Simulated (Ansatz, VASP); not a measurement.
**Two plane-wave programs on Ge**

The input INCAR:

```
  ALGO = Normal
  DIPOL = 0.5 0.5 0.500
  EDIFF = 1E-6
  ENCUT = 520
  GGA = PE
  IDIPOL = 3
  ISIF = 2
  ISMEAR = 0
  IVDW = 12
  LASPH = T
  LCHARG = F
  LDIPOL = T
  LREAL = F
  LWAVE = F
  NBANDS = 21
  NELM = 100
  PREC = Accurate
  SIGMA = 0.1
```

The input KPOINTS:

```
k-points
0
Gamma
  12 12 1
```

The input POSCAR:

```
Ge
1.0
    3.8360000000      0.0000000000      0.0000000000
   -1.9180000000      3.3220734489      0.0000000000
    0.0000000000      0.0000000000     28.0000000000
Ge
2
Direct
    0.3333333333      0.6666666667      0.5130892857
    0.6666666667      0.3333333333      0.4869107143
```

Input for Ansatz:

```yaml
crystal:
  lattice:
    - [3.836, 0.0, 0.0]
    - [-1.918, 3.3220734489, 0.0]
    - [0.0, 0.0, 28.0]
  atoms:
    - { symbol: Ge, position: [0.3333333333, 0.6666666667, 0.5130892857] }
    - { symbol: Ge, position: [0.6666666667, 0.3333333333, 0.4869107143] }
  periodic: [true, true, false]
basis:
  ecutwfc: 420
kpoints:
  mp_grid: { grid: [12, 12, 1] }
hamiltonian:
  xc: pbe
  pseudopotentials: { kind: paw, azcp: { folder: soft_1 } }
  dispersion: d3bj
scf:
  occupations: { method: gaussian, width: 0.1 }
output:
  forces: true
  stress: true
  eigenvalues: true
```

Alike in both runs: task single point; functional PBE; dispersion D3(BJ); k mesh 12 × 12 × 1; occupations gaussian, width 0.1 eV; no spin polarisation.

|  | VASP | Ansatz |
| --- | --- | --- |
| version | VASP 6.6.1 | Ansatz 0.2.0 |
| potentials or method | VASP PAW PBE potentials, release 64 (Ge_d), cutoff 520 eV | scalar-relativistic, plane waves, PAW |
| valence electrons in the cell | 28 | 28 |

|  | VASP | Ansatz | Ansatz less VASP |
| --- | --- | --- | --- |
| gap on the k mesh at the Fermi level (eV) | none | none | - |
| rms of the force components (eV/Å) | 0.121 | 0.125 | +0.0033 |

Atom by atom the forces differ by 0.003 eV/Å (rms over components). A gap of «none» marks a metal or a gap that the smearing closes.
